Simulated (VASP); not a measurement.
# Nb (Fm-3m) in VASP: further runs, part 2 of 2

VASP 6.6.1. The steps go on from the part before.

## 5. Relaxation of cell and atoms, PBE, target pressure -3.3 GPa, at which the enthalpy is minimised

This run uses another cell than the first one, of 19.17 Å³/atom, 1.021 times its volume.

File INCAR:

```
PREC = Accurate
ENCUT = 600
EDIFF = 1E-7
ISMEAR = -1
SIGMA = 0.08
LREAL = False
LASPH = True
NELM = 60
ALGO = Normal
ISIF = 3
LWAVE = False
LCHARG = False
GGA = PE
IBRION = 2
NSW = 60
EDIFFG = -0.005
PSTRESS = -33.0
```

File KPOINTS:

```
Automatic mesh
0
Gamma
  16 16 16
```

File POSCAR:

```
Nb
1.0
    0.0000000000      2.1242736809      2.1242736809
    2.1242736809      0.0000000000      2.1242736809
    2.1242736809      2.1242736809      0.0000000000
Nb
1
Direct
    0.0000000000      0.0000000000      0.0000000000
```

Potentials or basis: VASP PAW PBE potentials, release 64 (Nb_sv).

Started as:

```sh
> cat potpaw_PBE.64/Nb_sv/POTCAR > POTCAR
> mpirun -np 1 vasp_std > vasp.out
```

OUTCAR:

```text
PREC = Accurate
   ENCUT = 600
   EDIFF = 1E-7
   ISMEAR = -1
   LREAL = False
   LASPH = True
   NELM = 60
   ISIF = 3
   GGA = PE
   IBRION = 2
   NSW = 60
   EDIFFG = -0.005
   PSTRESS = -33.0

 ion  position               nearest neighbor table
   1  0.000  0.000  0.000-

  LATTYP: Found a face centered cubic cell.
 ALAT       =     4.2485473618

  Lattice vectors:

 A1 = (   0.0000000000,   2.1242736809,   2.1242736809)
 A2 = (   2.1242736809,   0.0000000000,   2.1242736809)
 A3 = (   2.1242736809,   2.1242736809,   0.0000000000)

Analysis of symmetry for initial positions (statically):
=====================================================================
 Subroutine PRICEL returns:
 Original cell was already a primitive cell.

 Routine SETGRP: Setting up the symmetry group for a
 face centered cubic supercell.

 Subroutine GETGRP returns: Found 48 space group operations
 (whereof 48 operations were pure point group operations)
 out of a pool of 48 trial point group operations.

The static configuration has the point symmetry O_h .

Analysis of symmetry for dynamics (positions and initial velocities):
=====================================================================
 Subroutine PRICEL returns:
 Original cell was already a primitive cell.

 Routine SETGRP: Setting up the symmetry group for a
 face centered cubic supercell.

 Subroutine GETGRP returns: Found 48 space group operations
 (whereof 48 operations were pure point group operations)
 out of a pool of 48 trial point group operations.

The dynamic configuration has the point symmetry O_h .

 Subroutine INISYM returns: Found 48 space group operations
 (whereof 48 operations are pure point group operations),
 and found     1 'primitive' translations

[... 124 lines left out ...]
 non-spin polarized calculation
  energy-cutoff  :      600.00
  volume of cell :       19.17
 maximum number of plane-waves:       653
   NGX = 13   NGY = 13   NGZ = 13

--------------------------------------- Ionic step        1  -------------------------------------------

 number of electron      13.0000000 magnetization

 Free energy of the ion-electron system (eV)
  ---------------------------------------------------
  ext. energy  EPLUGINS =         0.00000000
  ---------------------------------------------------
  free energy    TOTEN  =        -9.90422027 eV

  energy without entropy =       -9.87147316  energy(sigma->0) =       -9.88784672

------------------------ aborting loop because EDIFF is reached ----------------------------------------

  FORCE on cell =-STRESS in cart. coord.  units (eV):
  Direction    XX          YY          ZZ          XY          YZ          ZX
  --------------------------------------------------------------------------------------
  -------------------------------------------------------------------------------------
  Total       -0.4298900     -0.4298900     -0.4298900      0.0000000     -0.0000000      0.0000000
  in kB      -35.9258070    -35.9258070    -35.9258070      0.0000000     -0.0000000      0.0000000
  external PRESSURE =      -2.9258070 kB  Pullay stress =     -33.0000000 kB
[... 61 lines left out ...]
--------------------------------------- Ionic step        3  -------------------------------------------

 number of electron      13.0000000 magnetization

 Free energy of the ion-electron system (eV)
  ---------------------------------------------------
  ext. energy  EPLUGINS =         0.00000000
  ---------------------------------------------------
  free energy    TOTEN  =        -9.90504074 eV

  energy without entropy =       -9.87233867  energy(sigma->0) =       -9.88868970

 E-fermi :  10.7030     XC(G=0): -12.1942

 val. band max:       10.6902577594   @ k =   0.3750   0.1250   0.0625
 cond. band min:      10.7046043999   @ k =   0.0625   0.0000   0.0000
 fundamental gap:      0.0143466405
 Fermi energy:        10.7029813545

 k-point     1 :       0.0000    0.0000    0.0000
  band No.  band energies     occupation
      1     -44.1172      2.00000
      2     -19.5393      2.00000
      3     -19.5393      2.00000
      4     -19.5393      2.00000
      5       4.5220      2.00000
      6      10.8154      0.39384
      7      10.8154      0.39384
      8      10.8154      0.39384
      9      13.3398      0.00000
     10      13.3398      0.00000
[... 287 lines left out ...]
 k-point    24 :      -0.0625    0.0625    0.0000
  band No.  band energies     occupation
      1     -44.0998      2.00000
      2     -19.6477      2.00000
      3     -19.5707      2.00000
      4     -19.5466      2.00000
      5       4.8959      2.00000
      6      10.5182      1.81927
      7      10.9742      0.06517
      8      11.0123      0.04102
      9      13.0584      0.00000
     10      13.3432      0.00000

 [... further k-points ...]

------------------------ aborting loop because EDIFF is reached ----------------------------------------

  FORCE on cell =-STRESS in cart. coord.  units (eV):
  Direction    XX          YY          ZZ          XY          YZ          ZX
  --------------------------------------------------------------------------------------
  -------------------------------------------------------------------------------------
  Total       -0.3935851     -0.3935851     -0.3935851     -0.0000000      0.0000000      0.0000000
  in kB      -32.9573551    -32.9573551    -32.9573551     -0.0000000      0.0000000      0.0000000
  external PRESSURE =       0.0426449 kB  Pullay stress =     -33.0000000 kB
[... 20 lines left out ...]
  energy  without entropy=       -9.8723386684  energy(sigma->0) =       -9.88868970

  enthalpy is  TOTEN    =       -10.2991350880 eV   P V=       -0.3940943503

 reached required accuracy - stopping structural energy minimisation
```

Wall time 39 s (1 thread of Intel Xeon 6975P-C, shared host); peak memory 0.17 GiB.

Results:

* Free energy: -9.9050 eV
* Relaxed volume: 19.13 Å³/atom
* Relaxed cell: a = 3.002 Å, b = 3.002 Å, c = 3.002 Å, α = 60.00°, β = 60.00°, γ = 60.00°
* Space group after relaxing (to 0.05 Å): Fm-3m (No. 225)
* Energy change on relaxing (the enthalpy is what falls): -0.8 meV/atom
* Ionic steps: 3
* Pressure after relaxing: -3.3 GPa

The path:
| step | energy change (eV) | largest force (eV/Å) | pressure (GPa) | volume (Å³) |
| --- | --- | --- | --- | --- |
| 1 | 0.0000 | 0.0000 | -3.59 | 19.17 |
| 2 | -0.0019 | 0.0000 | -2.82 | 19.07 |
| 3 | -0.0008 | 0.0000 | -3.30 | 19.13 |

Final structure:
```cif
data_structure
_symmetry_space_group_name_H-M 'P 1'
_symmetry_Int_Tables_number 1
_cell_length_a 3.0022
_cell_length_b 3.0022
_cell_length_c 3.0022
_cell_angle_alpha 60.000
_cell_angle_beta 60.000
_cell_angle_gamma 60.000
_cell_volume 19.13
loop_
_atom_site_label
_atom_site_type_symbol
_atom_site_fract_x
_atom_site_fract_y
_atom_site_fract_z
_atom_site_occupancy
Nb1 Nb 0.00000 0.00000 0.00000 1
```

Caveat: the cell is relaxed towards a set pressure, so the enthalpy falls and the energy may rise.

## 6. Relaxation of cell and atoms, PBE, target pressure -3.3 GPa, at which the enthalpy is minimised

This run uses another cell than the first one, of 19.17 Å³/atom, 1.021 times its volume.

File INCAR:

```
SYSTEM = Nb
PREC = Accurate
ENCUT = 600
EDIFF = 1E-7
ISMEAR = -1
SIGMA = 0.08
LREAL = .FALSE.
LASPH = .TRUE.
NELM = 80
ALGO = Normal
ISIF = 3
LWAVE = .FALSE.
LCHARG = .FALSE.
GGA = PE
IBRION = 2
NSW = 32
EDIFFG = -0.005
PSTRESS = -33.0
```

File KPOINTS:

```
regular mesh
0
G
  16 16 16
  0 0 0
```

POSCAR is that of step 5.

Potentials or basis: VASP PAW PBE potentials, release 64 (Nb_sv).

Started as:

```sh
> cat potpaw_PBE.64/Nb_sv/POTCAR > POTCAR
> mpirun -np 1 vasp_std > vasp.out
```

Wall time 35 s (1 thread of Intel Xeon 6975P-C, shared host); peak memory 0.17 GiB.

It converged, with:

```
Free energy                                            : -9.9050 eV
Relaxed volume                                         : 19.13 Å³/atom
Relaxed cell                                           : a = 3.002 Å, b = 3.002 Å, c = 3.002 Å, α = 60.00°, β = 60.00°, γ = 60.00°
Space group after relaxing (to 0.05 Å)                 : Fm-3m (No. 225)
Energy change on relaxing (the enthalpy is what falls) : -0.8 meV/atom
Ionic steps                                            : 3
Pressure after relaxing                                : -3.3 GPa
```

The path:
| step | energy change (eV) | largest force (eV/Å) | pressure (GPa) | volume (Å³) |
| --- | --- | --- | --- | --- |
| 1 | 0.0000 | 0.0000 | -3.59 | 19.17 |
| 2 | -0.0019 | 0.0000 | -2.82 | 19.07 |
| 3 | -0.0008 | 0.0000 | -3.30 | 19.13 |

Final structure:
```yaml
crystal:
  lattice:
    - [0.00000, 2.12286, 2.12286]
    - [2.12286, 0.00000, 2.12286]
    - [2.12286, 2.12286, 0.00000]
  atoms:
    - { symbol: Nb, position: [0.00000, 0.00000, 0.00000] }
```

Levels at points of the mesh, in eV from the Fermi level:
```tsv
k point	band 3	band 4	band 5	band 6	band 7	band 8	band 9	band 10
(0.00, 0.00, 0.00)	-30.24	-30.24	-6.18	0.11	0.11	0.11	2.64	2.64
(0.50, 0.00, 0.00)	-30.39	-30.39	-3.76	-0.06	-0.06	1.30	4.54	4.54
(0.50, 0.50, 0.00)	-30.64	-30.64	-3.95	-3.22	3.47	4.52	5.08	5.08
```

Caveat: the cell is relaxed towards a set pressure, so the enthalpy falls and the energy may rise.

## 7. Overview

```csv
task,cell,cutoff (eV),gap on the mesh (eV),pressure (GPa)
single point,"a = 2.983 Å, angles 60.0°, 1 atom",520,none,-0.3
single point,"a = 3.004 Å, angles 60.0°, 1 atom",520,none,-3.6
relaxation of cell and atoms,"relaxed from a = 2.949 Å, angles 60.0°, 1 atom",600,none,0.0
relaxation of cell and atoms,"relaxed to -3.3 GPa from a = 3.004 Å, angles 60.0°, 1 atom",600,none,-3.3
```

Alike in all rows: level PBE; potentials or basis VASP PAW PBE potentials, release 64 (Nb_sv); no spin polarisation; k mesh 16 × 16 × 16; smearing fermi-dirac 0.08 eV.

Caveats: the cell is relaxed towards a set pressure, so the enthalpy falls and the energy may rise (some runs).

Total energies depend on the potentials used, so only differences within one code and one set of settings carry meaning.
